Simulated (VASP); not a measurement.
# Cd5HgS6 in VASP: further runs, part 2 of 2

VASP 6.6.1. Earlier steps stand in the parts before.

## Step 4: Single point, PBE

Contents of INCAR:

```
SYSTEM = Cd5HgS6
  PREC = Accurate
  ENCUT = 520
  EDIFF = 1E-6
  ISMEAR = 0
  SIGMA = 0.02
  LREAL = .False.
  LASPH = .True.
  NELM = 60
  ALGO = Normal
  ISIF = 2
  LWAVE = .False.
  LCHARG = .True.
  GGA = PE
  LELF = .True.
  LVHAR = .True.
  NBANDS = 66
```

Contents of KPOINTS:

```
regular mesh
0
Gamma
  4 8 4
  0 0 0
```

Contents of POSCAR:

```
Cd5HgS6
1.0
    7.1334110547      0.0000000000      0.0067104435
    0.0000000000      4.0827746987      0.0000000000
   -0.4876316998      0.0000000000      9.5965887485
Cd Hg S
5 1 6
Direct
    0.0000000000      0.4057814539      0.5000000000
    0.2839744488      0.2902634651      0.1636908052
    0.7837580092      0.7920413494      0.1681537012
    0.2162419908      0.7920413494      0.8318462988
    0.7160255512      0.2902634651      0.8363091948
    0.5000000000      0.8034235518      0.5000000000
    0.0000000000      0.5095373172      0.0000000000
    0.5000000000      0.9953216747      0.0000000000
    0.2590500994      0.2857036236      0.6734225240
    0.7631881452      0.7749595531      0.6683176953
    0.2368118548      0.7749595531      0.3316823047
    0.7409499006      0.2857036236      0.3265774760
```

Potentials or basis: VASP PAW PBE potentials, release 64 (Cd, Hg, S).

The run is started by

```
$ cat potpaw_PBE.64/Cd/POTCAR potpaw_PBE.64/Hg/POTCAR potpaw_PBE.64/S/POTCAR > POTCAR
$ mpirun -np 1 vasp_std > vasp.out
```

OUTCAR:

```text
SYSTEM = Cd5HgS6
   PREC = Accurate
   ENCUT = 520
   EDIFF = 1E-6
   ISMEAR = 0
   LREAL = .False.
   LASPH = .True.
   NELM = 60
   ISIF = 2
   GGA = PE

 ion  position               nearest neighbor table
   1  0.000  0.406  0.500-   9 2.47  12 2.47  11 2.83  10 2.83
   2  0.284  0.290  0.164-   8 2.56  11 2.59   7 2.66  11 2.68
   3  0.784  0.792  0.168-  12 2.55   7 2.56  12 2.59   8 2.66
   4  0.216  0.792  0.832-   9 2.55   7 2.56   9 2.59   8 2.66
   5  0.716  0.290  0.836-   8 2.56  10 2.59   7 2.66  10 2.68
   6  0.500  0.803  0.500-  10 2.42  11 2.42   9 3.15  12 3.15   9 3.24  12 3.24
   7  0.000  0.510  0.000-   3 2.56   4 2.56   2 2.66   5 2.66
   8  0.500  0.995  0.000-   2 2.56   5 2.56   4 2.66   3 2.66
   9  0.259  0.286  0.673-   1 2.47   4 2.55   4 2.59   6 3.15   6 3.24
  10  0.763  0.775  0.668-   6 2.42   5 2.59   5 2.68   1 2.83
  11  0.237  0.775  0.332-   6 2.42   2 2.59   2 2.68   1 2.83
  12  0.741  0.286  0.327-   1 2.47   3 2.55   3 2.59   6 3.15   6 3.24

  LATTYP: Found a simple monoclinic cell.
 ALAT       =     7.1334142110
 B/A-ratio  =     0.5723451040
 C/A-ratio  =     1.3470365660
 COS(beta)  =    -0.0498080366

  Lattice vectors:

 A1 = (   7.1334110547,   0.0000000000,   0.0067104435)
 A2 = (   0.0000000000,   4.0827746987,   0.0000000000)
 A3 = (  -0.4876316998,   0.0000000000,   9.5965887485)

Analysis of symmetry for initial positions (statically):
=====================================================================
 Subroutine PRICEL returns:
 Original cell was already a primitive cell.

 Routine SETGRP: Setting up the symmetry group for a
 simple monoclinic supercell.

 Subroutine GETGRP returns: Found  2 space group operations
 (whereof  2 operations were pure point group operations)
 out of a pool of  4 trial point group operations.

The static configuration has the point symmetry C_2 .

Analysis of symmetry for dynamics (positions and initial velocities):
=====================================================================
 Subroutine PRICEL returns:
 Original cell was already a primitive cell.

 Routine SETGRP: Setting up the symmetry group for a
 simple monoclinic supercell.

 Subroutine GETGRP returns: Found  2 space group operations
 (whereof  2 operations were pure point group operations)
 out of a pool of  4 trial point group operations.

The dynamic configuration has the point symmetry C_2 .

 Subroutine INISYM returns: Found  2 space group operations
 (whereof  2 operations are pure point group operations),
 and found     1 'primitive' translations

----------------------------------------------------------------------------------------

                                     Primitive cell

  volume of cell :     279.5055

  direct lattice vectors                    reciprocal lattice vectors
     7.133411055  0.000000000  0.006710443     0.140178688  0.000000000  0.007122903
     0.000000000  4.082774699  0.000000000     0.000000000  0.244931468  0.000000000
    -0.487631700  0.000000000  9.596588749    -0.000098020  0.000000000  0.104198714

  length of vectors
[... 85 lines left out ...]
   number of dos      NEDOS =    301   number of ions     NIONS =     12
   total plane-waves  NPLWV = 116640
   dimension x,y,z NGX =    54 NGY =   30 NGZ =   72
   dimension x,y,z NGXF=   108 NGYF=   60 NGZF=  144
   ions per type =               5   1   6
   NGX,Y,Z   is equivalent  to a cutoff of  12.58, 12.22, 12.46 a.u.
   NGXF,Y,Z  is equivalent  to a cutoff of  25.17, 24.43, 24.91 a.u.
 SYSTEM =  Cd5HgS6
   PREC   = accura    normal or accurate (medium, high low for compatibility)
   ISTART =      0    job   : 0-new  1-cont  2-samecut
   ICHARG =      2    charge: 1-file 2-atom 10-const
   ISPIN  =      1    spin polarized calculation?
   LNONCOLLINEAR =      F non collinear calculations
   LSORBIT =      F    spin-orbit coupling
   LASPH  =      T    aspherical Exc in radial PAW
   ENCUT  =  520.0 eV  38.22 Ry    6.18 a.u.  13.26  7.59 17.87*2*pi/ulx,y,z
   NELM   =     60;   NELMIN=  2; NELMDL= -5     # of ELM steps
   EDIFF  = 0.1E-05   stopping-criterion for ELM
   LREAL  =      F    real-space projection
   EDIFFG = 0.1E-04   stopping-criterion for IOM
   NSW    =      0    number of steps for IOM
   IBRION =     -1    ionic relax: 0-MD 1-quasi-New 2-CG
   NFREE  =      0    steps in history (QN), initial steepest desc. (CG)
   ISIF   =      2    stress and relaxation
   ISYM   =      2    0-nonsym 1-usesym 2-fastsym
   POTIM  = 0.5000    time-step for ionic-motion
   TEBEG  =    0.0;   TEEND  =   0.0 temperature during run
   PSTRESS=    0.0 pullay stress
   NELECT =     108.0000    total number of electrons
   NUPDOWN=      -1.0000    fix difference up-down
   EMIN   =  10.00;   EMAX   =-10.00  energy-range for DOS
   EFERMI =   0.00;   METHOD = LEGACY
   ISMEAR =     0;   SIGMA  =   0.02  broadening in eV -4-tet -1-fermi 0-gaus
   EFERMI_NEDOS =   21; number of points for ismear=-14 and -15
   IALGO  =     38    algorithm
   IMIX   =      4    mixing-type and parameters
     AMIX     =   0.40;   BMIX     =  1.00
     AMIX_MAG =   1.60;   BMIX_MAG =  1.00
  volume/ion in A,a.u.               =      23.29       157.18
  Fermi-wavevector in a.u.,A,eV,Ry     =   1.192393  2.253295 19.344769  1.421800
  Thomas-Fermi vector in A             =   2.328432
   LORBIT       =      0    0 simple, 1 ext, 2 COOP (PROOUT), +10 PAW based schemes
   GGA     = PE    functional components
   LHFCALC =     F    Hartree Fock is set to
   AEXX    =    0.0000 exact exchange contribution
   IVDW    =     0    specifies the selected vdW correction
   LEPSILON=     F    determine dielectric tensor
   LRPA    =     F    only Hartree local field effects (RPA)
 non-spin polarized calculation
 Gauss-broadening in eV      SIGMA  =   0.02
  energy-cutoff  :      520.00
  volume of cell :      279.51
 maximum number of plane-waves:      7560
 NGX is ok and might be reduce to    54
   NGX = 27   NGY = 15   NGZ = 35

 number of electron     108.0000022 magnetization

 Free energy of the ion-electron system (eV)
  ---------------------------------------------------
  ext. energy  EPLUGINS =         0.00000000
  ---------------------------------------------------
  free energy    TOTEN  =       -34.03843143 eV

  energy without entropy =      -34.03843143  energy(sigma->0) =      -34.03843143

 E-fermi :   2.1155     XC(G=0):  -9.6952

 val. band max:        2.0255643683   @ k =   0.0000   0.0000   0.5000
 cond. band min:       2.7421473151   @ k =   0.0000   0.0000   0.0000
 fundamental gap:      0.7165829468
 Fermi energy:         2.1154791456

 k-point     1 :       0.0000    0.0000    0.0000
  band No.  band energies     occupation
      1     -10.7317      2.00000
      2     -10.1288      2.00000
      3     -10.0560      2.00000
      4      -9.8209      2.00000
      5      -9.7512      2.00000
      6      -9.7201      2.00000
[... 1645 lines left out ...]
     65       7.6481      0.00000
     66       7.8439      0.00000

 [... further k-points ...]

------------------------ aborting loop because EDIFF is reached ----------------------------------------

  FORCE on cell =-STRESS in cart. coord.  units (eV):
  Direction    XX          YY          ZZ          XY          YZ          ZX
  --------------------------------------------------------------------------------------
  -------------------------------------------------------------------------------------
  Total        0.6471427      0.5163524      0.6937264      0.0000000      0.0000000      0.1588366
  in kB        3.7095425      2.9598279      3.9765685      0.0000000      0.0000000      0.9104811
  external PRESSURE =       3.5486463 kB  Pullay stress =       0.0000000 kB

 VOLUME and BASIS-vectors are now :
 -----------------------------------------------------------------------------
  energy-cutoff  :      520.00
  volume of cell :      279.51
      direct lattice vectors                 reciprocal lattice vectors
     7.133411055  0.000000000  0.006710443     0.140178688  0.000000000  0.007122903
     0.000000000  4.082774699  0.000000000     0.000000000  0.244931468  0.000000000
    -0.487631700  0.000000000  9.596588749    -0.000098020  0.000000000  0.104198714

 POSITION                                       TOTAL-FORCE (eV/Angst)
 -----------------------------------------------------------------------------------
     -0.24382      1.65671      4.79829         0.000000      0.009603     -0.000000
      1.94589      1.18508      1.57278         0.002139      0.000074      0.001270
      5.50887      3.23373      1.61896         0.001247      0.003364      0.000426
      1.13691      3.23373      7.98434        -0.001247      0.003364     -0.000426
      4.69989      1.18508      8.03052        -0.002139      0.000074     -0.001270
      3.32289      3.28020      4.80165         0.000000      0.009051     -0.000000
      0.00000      2.08033      0.00000         0.000000     -0.010112     -0.000000
      3.56671      4.06367      0.00336         0.000000     -0.012899     -0.000000
      1.51953      1.16646      6.46430         0.031541     -0.008146     -0.000024
      5.11824      3.16399      6.41869         0.048244      0.006887      0.024387
      1.52754      3.16399      3.18461        -0.048244      0.006887     -0.024387
      5.12625      1.16646      3.13900        -0.031541     -0.008146      0.000024
 -----------------------------------------------------------------------------------
    total drift:                               -0.000000      0.001455      0.000003

  FREE ENERGIE OF THE ION-ELECTRON SYSTEM (eV)
  ---------------------------------------------------
  free  energy   TOTEN  =       -34.0384314309 eV

  energy  without entropy=      -34.0384314309  energy(sigma->0) =      -34.03843143
```

Wall time 24 min (1 thread of AMD EPYC 9755, shared host); peak memory 0.78 GiB.

Results:

- Free energy: -34.0384 eV
- Pressure: 0.4 GPa
- Largest force: 0.054 eV/Å
- Band gap on the k mesh: 0.72 eV (least direct gap 0.97 eV)

Forces in eV/Å, atoms in the order of the input:
```
Cd   0.000  0.010  0.000
Cd   0.002  0.000  0.001
Cd   0.001  0.003  0.000
Cd  -0.001  0.003  0.000
Cd  -0.002  0.000 -0.001
Hg   0.000  0.009  0.000
S    0.000 -0.010  0.000
S    0.000 -0.013  0.000
S    0.032 -0.008  0.000
S    0.048  0.007  0.024
S   -0.048  0.007 -0.024
S   -0.032 -0.008  0.000
```

Caveat: spin-orbit coupling is left out, which moves the levels of the heavy elements. A k mesh can miss the band edges.

## Step 5: Summary

| cell | k mesh | smearing | gap on the mesh (eV) | pressure (GPa) | largest force (eV/Å) |
| --- | --- | --- | --- | --- | --- |
| a = 4.083, b = 7.133, c = 9.609 Å, angles 92.9, 90.0, 90.0°, 12 atoms, atomic positions A | 4 × 2 × 2 | gaussian 0.1 eV | 0.71 | 0.4 | 0.04 |
| a = 4.094, b = 7.130, c = 9.605 Å, angles 93.0, 90.0, 90.0°, 12 atoms, atomic positions B | 4 × 2 × 2 | gaussian 0.1 eV | 0.73 | 0.4 | 0.06 |
| a = 7.133, b = 4.083, c = 9.609 Å, angles 90.0, 92.9, 90.0°, 12 atoms, atomic positions A | 4 × 8 × 4 | gaussian 0.02 eV | 0.72 | 0.4 | 0.05 |

Alike in all rows: task single point; level PBE; potentials or basis VASP PAW PBE potentials, release 64 (Cd, Hg, S); no spin polarisation; cutoff (eV) 520.

Caveats: some runs use coarse meshes; spin-orbit coupling is left out, which moves the levels of the heavy elements.

Total energies depend on the potentials used, so only differences within one code and one set of settings carry meaning.
